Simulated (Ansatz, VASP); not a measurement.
# Two plane-wave programs on BaTiO3

Contents of POSCAR:

```
BaTiO3
1.0
    3.9940964053      0.0000000000      0.0000000000
    0.0000000000      3.9940964053      0.0000000000
    0.0000000000      0.0000000000      3.9940964053
Ba Ti O
1 1 3
Direct
    0.0000000000      0.0000000000      0.0000000000
    0.5000000000      0.5000000000      0.5000000000
    0.5000000000      0.0000000000      0.5000000000
    0.5000000000      0.5000000000      0.0000000000
    0.0000000000      0.5000000000      0.5000000000
```

The input INCAR.step1:

```
SYSTEM = BaTiO3
  ALGO = Normal
  EDIFF = 1E-5
  ENCUT = 520
  GGA = PE
  ISIF = 2
  ISMEAR = 0
  LASPH = .True.
  LCHARG = .False.
  LREAL = .False.
  LWAVE = .True.
  NBANDS = 28
  NELM = 80
  PREC = Accurate
  SIGMA = 0.01
```

The input INCAR.step2:

```
SYSTEM = BaTiO3
  ALGO = Normal
  EDIFF = 1E-7
  ENCUT = 520
  GGA = PE
  HFSCREEN = 0.2079
  ISIF = 2
  ISMEAR = 0
  ISTART = 1
  LASPH = .True.
  LCHARG = .False.
  LHFCALC = .True.
  LREAL = .False.
  LWAVE = .False.
  NBANDS = 28
  NELM = 80
  PREC = Accurate
  PRECFOCK = Fast
  SIGMA = 0.01
```

File KPOINTS:

```
k-points
0
Gamma
  4 4 4
  0 0 0
```

Input for Ansatz:

```yaml
crystal:
  lattice:
    - [3.9940964053, 0.0, 0.0]
    - [0.0, 3.9940964053, 0.0]
    - [0.0, 0.0, 3.9940964053]
  atoms:
    - { symbol: Ba, position: [0.0, 0.0, 0.0] }
    - { symbol: Ti, position: [0.5, 0.5, 0.5] }
    - { symbol: O, position: [0.5, 0.0, 0.5] }
    - { symbol: O, position: [0.5, 0.5, 0.0] }
    - { symbol: O, position: [0.0, 0.5, 0.5] }
kpoints:
  mp_grid: { grid: [4, 4, 4] }
  band_path:
    path: [[0.0, 0.0, 0.0], [0.0, 0.5, 0.0], [0.5, 0.5, 0.0], [0.5, 0.5, 0.5]]
    npoints: 1
hamiltonian:
  xc: hse06
scf:
  occupations: { method: fixed }
  n_extra_bands: 5
output:
  forces: true
  stress: true
  eigenvalues: true
```

Alike in both runs: task single point; functional HSE06; k mesh 4 × 4 × 4; no spin polarisation.

|  | VASP | Ansatz |
| --- | --- | --- |
| version | VASP 6.6.1 | Ansatz 0.2.0 |
| potentials or method | VASP PAW PBE potentials, release 64 (Ba_sv, Ti_sv, O) | plane waves, PAW |
| plane-wave cutoff (eV) | 520 | 420 |
| occupations | gaussian, width 0.01 eV | fixed |
| valence electrons in the cell | 40 | 40 |

|  | VASP | Ansatz | Ansatz less VASP |
| --- | --- | --- | --- |
| gap on the k mesh at the Fermi level (eV) | 3.14 | 3.21 | +0.065 |
| pressure (GPa) | -0.6 | -2.3 | -1.74 |

Ansatz's warnings: stress exchange threshold loose, stress scf threshold loose.

Neither program's run includes spin-orbit coupling.
